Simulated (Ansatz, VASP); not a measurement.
**One calculation of Sn, two programs**

INCAR

```
  PREC = Accurate
  ENCUT = 520
  EDIFF = 1E-6
  ISMEAR = 0
  SIGMA = 0.15
  LREAL = False
  LASPH = True
  NELM = 60
  ALGO = Fast
  ISIF = 2
  LWAVE = False
  LCHARG = True
  GGA = PS
  LELF = True
  LVHAR = True
  NBANDS = 21
```

File KPOINTS:

```
regular mesh
0
Gamma
  12 12 12
```

The input POSCAR:

```
Sn
1.0
    0.0000000000      2.9859520000      3.2456000000
    2.9859520000      0.0000000000      3.2456000000
    2.9859520000      2.9859520000      0.0000000000
Sn
2
Direct
    0.5000000000      0.5000000000      0.5000000000
    0.7500000000      0.7500000000      0.7500000000
```

Input for Ansatz:

```yaml
crystal:
  lattice:
    - [0.0, 2.985952, 3.2456]
    - [2.985952, 0.0, 3.2456]
    - [2.985952, 2.985952, 0.0]
  atoms:
    - { symbol: Sn, position: [0.5, 0.5, 0.5] }
    - { symbol: Sn, position: [0.75, 0.75, 0.75] }
basis:
  ecutwfc: 420
kpoints:
  mp_grid: { grid: [12, 12, 12] }
hamiltonian:
  xc: pbesol
scf:
  occupations: { method: gaussian, width: 0.15 }
output:
  forces: true
  stress: true
  eigenvalues: true
```

Change from the starting cell: strain -0.080 along x and y, +0.000 along z, atoms carried along.

Alike in both runs: task single point; functional PBEsol; k mesh 12 × 12 × 12; occupations gaussian, width 0.15 eV; no spin polarisation.

```csv
,VASP,Ansatz
version,VASP 6.6.1,Ansatz 0.2.0
potentials or method,"VASP PAW PBE potentials, release 64 (Sn_d), cutoff 520 eV","scalar-relativistic, plane waves, PAW"
valence electrons in the cell,28,28
```

VASP gave:

```
gap on the k mesh at the Fermi level (eV)                     : none
pressure (GPa)                                                : 12.1
traceless stress, the component that is largest in VASP (GPa) : -1.86
```

**Question.** Estimate Ansatz's values.

**Answer.** gap on the k mesh at the Fermi level (eV): none; pressure (GPa): 12.2; traceless stress, the component that is largest in VASP (GPa): -1.86.

VASP's potentials were made for PBE, not for PBEsol. A gap of «none» marks a metal or a gap that the smearing closes.
